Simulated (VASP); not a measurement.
Wanted: the native input for a VASP 6.6.1 run.

```yaml
Task: single point
Functional: PBEsol
Potentials_or_basis: VASP PAW PBE potentials, release 64 (Pd)
Cutoff: 520 eV
k_mesh: 15 × 15 × 8
Occupations: gaussian, width 0.05 eV
Spin: collinear spin
Starting_moments: "[1.0, 1.0] μB"
Dipole_correction: no
Further_INCAR_settings: ALGO = Fast; EDIFF = 1e-07; NBANDS = 21
```

The structure of Pd lies in POSCAR:

```
Pd
1.0
    2.7836650458      0.0000000000      0.0000000000
   -1.3918325229      2.4107246453      0.0000000000
    0.0000000000      0.0000000000      4.6288930000
Pd
2
Direct
    0.6666666700      0.3333333300      0.7500000000
    0.3333333300      0.6666666700      0.2500000000
```

This isn't the form of Pd at room conditions, which is fcc.

These files were run (other wordings do the same):

INCAR

```
ALGO = Fast
EDIFF = 1E-7
ENCUT = 520
GGA = PS
ISIF = 2
ISMEAR = 0
ISPIN = 2
LASPH = True
LCHARG = False
LMAXMIX = 4
LORBIT = 11
LREAL = False
LWAVE = False
MAGMOM = 1 1
NBANDS = 21
NELM = 150
PREC = Accurate
SIGMA = 0.05
```

KPOINTS

```
k-points
0
Gamma
  15 15 8
```

Potentials or basis: VASP PAW PBE potentials, release 64 (Pd).

Launch:

```sh
$ cat potpaw_PBE.64/Pd/POTCAR > POTCAR
$ mpirun -np 1 vasp_std > vasp.out
```

It gave:

| Item | Value |
| --- | --- |
| Pressure | -10.3 GPa |
| Net moment | 0.80 μB per cell |
| Site moments | Pd +0.40 μB |
| Valence electrons inside the program's atomic spheres | Pd 9.32 |

Caveat: the cell stands under tension; the PAW data sets were made with another functional, which shifts forces and pressure a little.

Run time: 83 s on 1 thread of AMD EPYC 9R45 96-Core Processor (Zen 5), on a shared host, peak memory 0.23 GiB.
